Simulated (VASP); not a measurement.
# Pd (Fm-3m) in VASP: notebook

The runs below take Pd through electric field gradients, with PBE.

All numbers are computed with VASP 6.6.1; they aren't measurements. Logs are shortened: lines on timing, memory, paths and dates and some standing lists are left out, and cuts for length are marked.

## Step 1: The cell of the first run

It takes space group Fm-3m (No. 225, cubic). The conventional cell has a = 3.893 Å, b = 3.893 Å, c = 3.893 Å, α = 90.00°, β = 90.00°, γ = 90.00°. Pd (site symmetry m-3m) has 12 Pd at 2.75 Å within 3.6 Å.

## Step 2: Electric field gradients, PBE

Input file INCAR:

```
PREC = Accurate ; ENCUT = 520
EDIFF = 1E-8 ; ISMEAR = 0
SIGMA = 0.05 ; LREAL = F
LASPH = T ; NELM = 100
ALGO = Normal ; ISIF = 2
LWAVE = F ; LCHARG = F
GGA = PE ; LEFG = T
NBANDS = 11
```

Input file KPOINTS:

```
Automatic mesh
0
Gamma
  20 20 20
```

Input file POSCAR:

```
Pd
1.0
    0.0000000000      1.9465000000      1.9465000000
    1.9465000000      0.0000000000      1.9465000000
    1.9465000000      1.9465000000      0.0000000000
Pd
1
Direct
    0.0000000000      0.0000000000      0.0000000000
```

Potentials or basis: VASP PAW PBE potentials, release 64 (Pd).

The run is started by

```bash
> cat potpaw_PBE.64/Pd/POTCAR > POTCAR
> mpirun -np 1 vasp_std > vasp.out
```

OUTCAR:

```text
PREC = Accurate
   ENCUT = 520
   EDIFF = 1E-8
   ISMEAR = 0
   LREAL = F
   LASPH = T
   NELM = 100
   ISIF = 2
   GGA = PE

 ion  position               nearest neighbor table
   1  0.000  0.000  0.000-

  LATTYP: Found a face centered cubic cell.
 ALAT       =     3.8930000000

  Lattice vectors:

 A1 = (   0.0000000000,   1.9465000000,   1.9465000000)
 A2 = (   1.9465000000,   0.0000000000,   1.9465000000)
 A3 = (   1.9465000000,   1.9465000000,   0.0000000000)

Analysis of symmetry for initial positions (statically):
=====================================================================
 Subroutine PRICEL returns:
 Original cell was already a primitive cell.

 Routine SETGRP: Setting up the symmetry group for a
 face centered cubic supercell.

 Subroutine GETGRP returns: Found 48 space group operations
 (whereof 48 operations were pure point group operations)
 out of a pool of 48 trial point group operations.

The static configuration has the point symmetry O_h .

Analysis of symmetry for dynamics (positions and initial velocities):
=====================================================================
 Subroutine PRICEL returns:
 Original cell was already a primitive cell.

 Routine SETGRP: Setting up the symmetry group for a
 face centered cubic supercell.

 Subroutine GETGRP returns: Found 48 space group operations
 (whereof 48 operations were pure point group operations)
 out of a pool of 48 trial point group operations.

The dynamic configuration has the point symmetry O_h .

 Subroutine INISYM returns: Found 48 space group operations
 (whereof 48 operations are pure point group operations),
 and found     1 'primitive' translations

----------------------------------------------------------------------------------------

                                     Primitive cell

  volume of cell :      14.7500

  direct lattice vectors                    reciprocal lattice vectors
     0.000000000  1.946500000  1.946500000    -0.256871307  0.256871307  0.256871307
     1.946500000  0.000000000  1.946500000     0.256871307 -0.256871307  0.256871307
     1.946500000  1.946500000  0.000000000     0.256871307  0.256871307 -0.256871307

  length of vectors
     2.752766699  2.752766699  2.752766699     0.444914156  0.444914156  0.444914156

  position of ions in fractional coordinates (direct lattice)
     0.000000000  0.000000000  0.000000000

  ion indices of the primitive-cell ions
   primitive index   ion index
                 1           1

----------------------------------------------------------------------------------------

 KPOINTS: Automatic mesh

Automatic generation of k-mesh.
 Grid dimensions read from file:
 generate k-points for:   20   20   20

 Generating k-lattice:

  Cartesian coordinates                     Fractional coordinates (reciprocal lattice)
    -0.012843565  0.012843565  0.012843565     0.050000000  0.000000000  0.000000000
     0.012843565 -0.012843565  0.012843565     0.000000000  0.050000000  0.000000000
     0.012843565  0.012843565 -0.012843565     0.000000000  0.000000000  0.050000000

  Length of vectors
     0.022245708  0.022245708  0.022245708

  Shift w.r.t. Gamma in fractional coordinates (k-lattice)
     0.000000000  0.000000000  0.000000000

 Subroutine IBZKPT returns following result:
 ===========================================

 Found    256 irreducible k-points:

 Following reciprocal coordinates:
            Coordinates               Weight
  0.000000  0.000000  0.000000      1.000000
  0.050000  0.000000  0.000000      8.000000
  0.100000  0.000000  0.000000      8.000000
  0.150000  0.000000  0.000000      8.000000
  0.200000  0.000000  0.000000      8.000000
  0.250000  0.000000  0.000000      8.000000
[... 16 lines left out ...]
 -0.400000  0.050000  0.000000     24.000000
 -0.350000  0.050000  0.000000     24.000000
 [... further k-points ...]
   k-points           NKPTS =    256   k-points in BZ     NKDIM =    256   number of bands    NBANDS=     11
   number of dos      NEDOS =    301   number of ions     NIONS =      1
   total plane-waves  NPLWV =   8000
   dimension x,y,z NGX =    20 NGY =   20 NGZ =   20
   dimension x,y,z NGXF=    40 NGYF=   40 NGZF=   40
   ions per type =               1
   NGX,Y,Z   is equivalent  to a cutoff of  12.08, 12.08, 12.08 a.u.
   NGXF,Y,Z  is equivalent  to a cutoff of  24.16, 24.16, 24.16 a.u.
 SYSTEM =  unknown system
   PREC   = accura    normal or accurate (medium, high low for compatibility)
   ISTART =      0    job   : 0-new  1-cont  2-samecut
   ICHARG =      2    charge: 1-file 2-atom 10-const
   ISPIN  =      1    spin polarized calculation?
   LNONCOLLINEAR =      F non collinear calculations
   LSORBIT =      F    spin-orbit coupling
   LASPH  =      T    aspherical Exc in radial PAW
   ENCUT  =  520.0 eV  38.22 Ry    6.18 a.u.   5.12  5.12  5.12*2*pi/ulx,y,z
   NELM   =    100;   NELMIN=  2; NELMDL= -5     # of ELM steps
   EDIFF  = 0.1E-07   stopping-criterion for ELM
   LREAL  =      F    real-space projection
   EDIFFG = 0.1E-06   stopping-criterion for IOM
   NSW    =      0    number of steps for IOM
   IBRION =     -1    ionic relax: 0-MD 1-quasi-New 2-CG
   NFREE  =      0    steps in history (QN), initial steepest desc. (CG)
   ISIF   =      2    stress and relaxation
   ISYM   =      2    0-nonsym 1-usesym 2-fastsym
   POTIM  = 0.5000    time-step for ionic-motion
   TEBEG  =    0.0;   TEEND  =   0.0 temperature during run
   PSTRESS=    0.0 pullay stress
   NELECT =      10.0000    total number of electrons
   NUPDOWN=      -1.0000    fix difference up-down
   EMIN   =  10.00;   EMAX   =-10.00  energy-range for DOS
   EFERMI =   0.00;   METHOD = LEGACY
   ISMEAR =     0;   SIGMA  =   0.05  broadening in eV -4-tet -1-fermi 0-gaus
   EFERMI_NEDOS =   21; number of points for ismear=-14 and -15
   IALGO  =     38    algorithm
   IMIX   =      4    mixing-type and parameters
     AMIX     =   0.40;   BMIX     =  1.00
     AMIX_MAG =   1.60;   BMIX_MAG =  1.00
  volume/ion in A,a.u.               =      14.75        99.54
  Fermi-wavevector in a.u.,A,eV,Ry     =   1.438171  2.717748 28.141404  2.068335
  Thomas-Fermi vector in A             =   2.557167
   LORBIT       =      0    0 simple, 1 ext, 2 COOP (PROOUT), +10 PAW based schemes
   GGA     = PE    functional components
   LHFCALC =     F    Hartree Fock is set to
   AEXX    =    0.0000 exact exchange contribution
   IVDW    =     0    specifies the selected vdW correction
   LEPSILON=     F    determine dielectric tensor
   LRPA    =     F    only Hartree local field effects (RPA)
 non-spin polarized calculation
 Gauss-broadening in eV      SIGMA  =   0.05
  energy-cutoff  :      520.00
  volume of cell :       14.75
 maximum number of plane-waves:       415
   NGX = 11   NGY = 11   NGZ = 11

 number of electron      10.0000000 magnetization

 number of electron       9.9999999 magnetization

 Free energy of the ion-electron system (eV)
  ---------------------------------------------------
  ext. energy  EPLUGINS =         0.00000000
  ---------------------------------------------------
  free energy    TOTEN  =        -5.20533150 eV

  energy without entropy =       -5.20215814  energy(sigma->0) =       -5.20374482

 E-fermi :   9.7542     XC(G=0): -13.1868

 val. band max:        9.7504462057   @ k =   0.5000   0.0500   0.0000
 cond. band min:       9.7559911525   @ k =   0.5000   0.2500   0.0500
 fundamental gap:      0.0055449468
 Fermi energy:         9.7542299192

 k-point     1 :       0.0000    0.0000    0.0000
  band No.  band energies     occupation
      1       2.6433      2.00000
      2       6.9342      2.00000
      3       6.9342      2.00000
      4       6.9342      2.00000
      5       8.5457      2.00000
      6       8.5457      2.00000
      7      26.9750      0.00000
      8      31.7550      0.00000
      9      31.7550      0.00000
     10      31.7550      0.00000
     11      35.9794      0.00000

 k-point     2 :       0.0500    0.0000    0.0000
  band No.  band energies     occupation
      1       2.7345      2.00000
      2       6.9014      2.00000
      3       6.9662      2.00000
      4       6.9662      2.00000
      5       8.5300      2.00000
      6       8.5300      2.00000
      7      27.0734      0.00000
      8      31.1227      0.00000
      9      31.8601      0.00000
     10      31.8601      0.00000
     11      36.0219      0.00000

 k-point     3 :       0.1000    0.0000    0.0000
  band No.  band energies     occupation
      1       3.0003      2.00000
      2       6.8163      2.00000
      3       7.0523      2.00000
      4       7.0523      2.00000
      5       8.4944      2.00000
      6       8.4944      2.00000
      7      27.3116      0.00000
      8      29.7796      0.00000
      9      32.1619      0.00000
     10      32.1619      0.00000
     11      36.0523      0.00000

 k-point     4 :       0.1500    0.0000    0.0000
  band No.  band energies     occupation
      1       3.4114      2.00000
      2       6.7216      2.00000
      3       7.1596      2.00000
      4       7.1596      2.00000
      5       8.4745      2.00000
      6       8.4745      2.00000
      7      27.3239      0.00000
      8      28.4794      0.00000
      9      32.6153      0.00000
     10      32.6153      0.00000
     11      36.1567      0.00000
[... 239 lines left out ...]
 k-point    22 :      -0.4500    0.0500    0.0000
  band No.  band energies     occupation
      1       4.5513      2.00000
      2       6.8538      2.00000
      3       6.9444      2.00000
      4       9.2750      2.00000
      5       9.6658      1.98765
      6      11.1571      0.00000
      7      17.3525      0.00000
      8      26.4312      0.00000
      9      30.3709      0.00000
     10      30.9672      0.00000
     11      36.0376      0.00000

 k-point    23 :      -0.4000    0.0500    0.0000
  band No.  band energies     occupation
      1       4.5914      2.00000
      2       6.9104      2.00000
      3       6.9859      2.00000
      4       8.9925      2.00000
      5       9.4651      2.00000
      6      10.5084      0.00000
      7      18.4875      0.00000
      8      26.6317      0.00000
      9      30.5044      0.00000
     10      31.6293      0.00000
     11      36.0337      0.00000

 k-point    24 :      -0.3500    0.0500    0.0000
  band No.  band energies     occupation
      1       4.6419      2.00000
      2       6.9985      2.00000
      3       7.0637      2.00000
      4       8.3633      2.00000
      5       9.1817      2.00000
      6       9.8802      0.00037
      7      20.0959      0.00000
      8      26.9859      0.00000
      9      30.9026      0.00000
     10      32.6025      0.00000
     11      35.9973      0.00000

 [... further k-points ...]

------------------------ aborting loop because EDIFF is reached ----------------------------------------

  FORCE on cell =-STRESS in cart. coord.  units (eV):
  Direction    XX          YY          ZZ          XY          YZ          ZX
  --------------------------------------------------------------------------------------
  -------------------------------------------------------------------------------------
  Total        0.6045894      0.6045894      0.6045894     -0.0000000      0.0000000      0.0000000
  in kB       65.6716394     65.6716394     65.6716394     -0.0000000      0.0000000      0.0000000
  external PRESSURE =      65.6716394 kB  Pullay stress =       0.0000000 kB

 VOLUME and BASIS-vectors are now :
 -----------------------------------------------------------------------------
  energy-cutoff  :      520.00
  volume of cell :       14.75
      direct lattice vectors                 reciprocal lattice vectors
     0.000000000  1.946500000  1.946500000    -0.256871307  0.256871307  0.256871307
     1.946500000  0.000000000  1.946500000     0.256871307 -0.256871307  0.256871307
     1.946500000  1.946500000  0.000000000     0.256871307  0.256871307 -0.256871307

 POSITION                                       TOTAL-FORCE (eV/Angst)
 -----------------------------------------------------------------------------------
      0.00000      0.00000      0.00000         0.000000      0.000000      0.000000
 -----------------------------------------------------------------------------------
    total drift:                                0.000000      0.000000      0.000000

  FREE ENERGIE OF THE ION-ELECTRON SYSTEM (eV)
  ---------------------------------------------------
  free  energy   TOTEN  =        -5.2053315040 eV

  energy  without entropy=       -5.2021581366  energy(sigma->0) =       -5.20374482

 Electric field gradients (V/A^2)
---------------------------------------------------------------------
 ion       V_xx      V_yy      V_zz      V_xy      V_xz      V_yz
---------------------------------------------------------------------
   1      -0.000     0.000    -0.000    -0.000    -0.000    -0.000
---------------------------------------------------------------------

 Electric field gradients after diagonalization (V/A^2)
 (convention: |V_zz| > |V_xx| > |V_yy|)
----------------------------------------------------------------------
 ion       V_xx      V_yy      V_zz     asymmetry (V_yy - V_xx)/ V_zz
----------------------------------------------------------------------
   1       0.000     0.000    -0.000       0.000
----------------------------------------------------------------------

           NMR quadrupolar parameters

 Cq : quadrupolar parameter    Cq=e*Q*V_zz/h
 eta: asymmetry parameters     (V_yy - V_xx)/ V_zz
 Q  : nuclear electric quadrupole moment in mb (millibarn)
----------------------------------------------------------------------
 ion       Cq(MHz)       eta       Q (mb)
----------------------------------------------------------------------
   1      -0.000       0.000       1.000
----------------------------------------------------------------------
```

Wall time 37 s (1 thread of Intel Xeon Platinum 8259CL at 2.50GHz (Skylake/Cascade Lake), shared host); peak memory 0.15 GiB.

What came out:

```yaml
Free_energy: -5.2053 eV
Pressure: 6.6 GPa
Band_gap_on_the_k_mesh: zero (bands 5 and 6 overlap by 1.59 eV)
Largest_electric_field_gradient_by_atom: zero within the noise of the run
```

Caveat: the cell stands under pressure.

## Step 3: Electric field gradients, PBE

This run uses another cell than the first one, of 15.31 Å³/atom.

Input file INCAR:

```
SYSTEM = Pd
PREC = Accurate ; ENCUT = 520
EDIFF = 1E-8 ; ISMEAR = 0
SIGMA = 0.05 ; LREAL = .False.
LASPH = .True. ; NELM = 60
ALGO = Normal ; ISIF = 2
LWAVE = .False. ; LCHARG = .False.
GGA = PE ; LEFG = .True.
NBANDS = 11
```

Input file KPOINTS:

```
Automatic mesh
0
Gamma
  20 20 20
  0 0 0
```

Input file POSCAR:

```
Pd
1.0
    0.0000000000      1.9707693755      1.9707693755
    1.9707693755      0.0000000000      1.9707693755
    1.9707693755      1.9707693755      0.0000000000
Pd
1
Direct
    0.0000000000      0.0000000000      0.0000000000
```

Potentials or basis: VASP PAW PBE potentials, release 64 (Pd).

The run is started by

```bash
> cat potpaw_PBE.64/Pd/POTCAR > POTCAR
> mpirun -np 1 vasp_std > vasp.out
```

OUTCAR:

```text
SYSTEM = Pd
   PREC = Accurate
   ENCUT = 520
   EDIFF = 1E-8
   ISMEAR = 0
   LREAL = .False.
   LASPH = .True.
   NELM = 60
   ISIF = 2
   GGA = PE

 ion  position               nearest neighbor table
   1  0.000  0.000  0.000-

  LATTYP: Found a face centered cubic cell.
 ALAT       =     3.9415387510

  Lattice vectors:

 A1 = (   0.0000000000,   1.9707693755,   1.9707693755)
[... 544 lines left out ...]
    total drift:                               -0.000000      0.000000     -0.000000

  FREE ENERGIE OF THE ION-ELECTRON SYSTEM (eV)
  ---------------------------------------------------
  free  energy   TOTEN  =        -5.2160755565 eV

  energy  without entropy=       -5.2125337569  energy(sigma->0) =       -5.21430466

 Electric field gradients (V/A^2)
---------------------------------------------------------------------
 ion       V_xx      V_yy      V_zz      V_xy      V_xz      V_yz
---------------------------------------------------------------------
   1       0.000    -0.000    -0.000    -0.000    -0.000    -0.000
---------------------------------------------------------------------

 Electric field gradients after diagonalization (V/A^2)
 (convention: |V_zz| > |V_xx| > |V_yy|)
----------------------------------------------------------------------
 ion       V_xx      V_yy      V_zz     asymmetry (V_yy - V_xx)/ V_zz
----------------------------------------------------------------------
   1       0.000     0.000    -0.000       0.000
----------------------------------------------------------------------

           NMR quadrupolar parameters

 Cq : quadrupolar parameter    Cq=e*Q*V_zz/h
 eta: asymmetry parameters     (V_yy - V_xx)/ V_zz
 Q  : nuclear electric quadrupole moment in mb (millibarn)
----------------------------------------------------------------------
 ion       Cq(MHz)       eta       Q (mb)
----------------------------------------------------------------------
   1      -0.000       0.000       1.000
----------------------------------------------------------------------
```

OSZICAR:

```text
N       E                     dE             d eps       ncg     rms          rms(c)
DAV:   1     0.420901939695E+02    0.42090E+02   -0.50932E+03  5688   0.848E+02
DAV:   2    -0.491912145126E+01   -0.47009E+02   -0.45485E+02  6358   0.180E+02
DAV:   3    -0.548928876239E+01   -0.57017E+00   -0.56757E+00  6761   0.212E+01
DAV:   4    -0.549189871471E+01   -0.26100E-02   -0.26096E-02  6837   0.151E+00
DAV:   5    -0.549192785912E+01   -0.29144E-04   -0.29144E-04  7432   0.141E-01    0.697E+00
DAV:   6    -0.522759480838E+01    0.26433E+00   -0.11417E+00  6907   0.861E+00    0.339E+00
DAV:   7    -0.521931644597E+01    0.82784E-02   -0.11872E-02  7199   0.782E-01    0.183E+00
DAV:   8    -0.521607899535E+01    0.32375E-02   -0.10191E-03  6959   0.250E-01    0.674E-02
DAV:   9    -0.521607177337E+01    0.72220E-05   -0.52231E-05  7303   0.614E-02    0.203E-02
DAV:  10    -0.521607617398E+01   -0.44006E-05   -0.55710E-06  6861   0.213E-02    0.642E-03
DAV:  11    -0.521607554921E+01    0.62477E-06   -0.14307E-07  7484   0.377E-03    0.355E-04
DAV:  12    -0.521607555648E+01   -0.72731E-08   -0.29669E-09  5048   0.416E-04
   1 F= -.52160756E+01 E0= -.52143047E+01  d E =-.354180E-02
```

Wall time 46 s (1 thread of Intel Xeon Platinum 8259CL at 2.50GHz (Skylake/Cascade Lake), shared host); peak memory 0.17 GiB.

What came out:

```yaml
Free_energy: -5.2161 eV
Pressure: -0.3 GPa
Band_gap_on_the_k_mesh: zero (bands 5 and 6 overlap by 1.49 eV)
Largest_electric_field_gradient_by_atom: zero within the noise of the run
```
